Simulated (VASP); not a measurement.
Set up this calculation in VASP 6.6.1, as the native input.

```
Task                   : single point
Functional             : LDA
Potentials or basis    : VASP PAW LDA potentials, release 64 (Ba_sv)
Cutoff                 : 520 eV
k mesh                 : 18 × 18 × 18
Occupations            : gaussian, width 0.15 eV
Spin                   : no spin polarisation
Dipole correction      : no
Further INCAR settings : ALGO = Normal; EDIFF = 1e-06; NBANDS = 11
```

The structure of Ba lies in POSCAR:

```
Ba
1.0
    3.9259121308      0.9814780327      0.9814780327
    0.9814780327      3.9259121308      0.9814780327
    0.9814780327      0.9814780327      3.9259121308
Ba
1
Direct
    0.0000000000      0.0000000000      0.0000000000
```

This isn't the form of Ba at room conditions, which is bcc.

This cell differs from its parent crystal: ratio of the length along [111] to the lengths across it x 2.0, volume and fractional coordinates fixed.

These files were run (other wordings do the same):

INCAR

```
SYSTEM = Ba
  ALGO = Normal
  EDIFF = 1E-6
  ENCUT = 520
  ISIF = 2
  ISMEAR = 0
  LASPH = .TRUE.
  LCHARG = .FALSE.
  LREAL = .FALSE.
  LWAVE = .FALSE.
  NBANDS = 11
  NELM = 100
  PREC = Accurate
  SIGMA = 0.15
```

KPOINTS

```
k-points
0
G
  18 18 18
  0 0 0
```

Potentials or basis: VASP PAW LDA potentials, release 64 (Ba_sv).

Command:

```bash
$ cat potpaw_LDA.64/Ba_sv/POTCAR > POTCAR
$ mpirun -np 1 vasp_std > vasp.out
```

Results of the run:

```
Pressure               : 0.6 GPa
Band gap on the k mesh : zero (bands 5 and 6 overlap by 0.70 eV)
```

Caveat: spin-orbit coupling is left out, which moves the levels of the heavy elements.

Run time: 70 s on 1 thread of Oxide Virtual Turin-like Processor, on a shared host, peak memory 0.2 GiB.
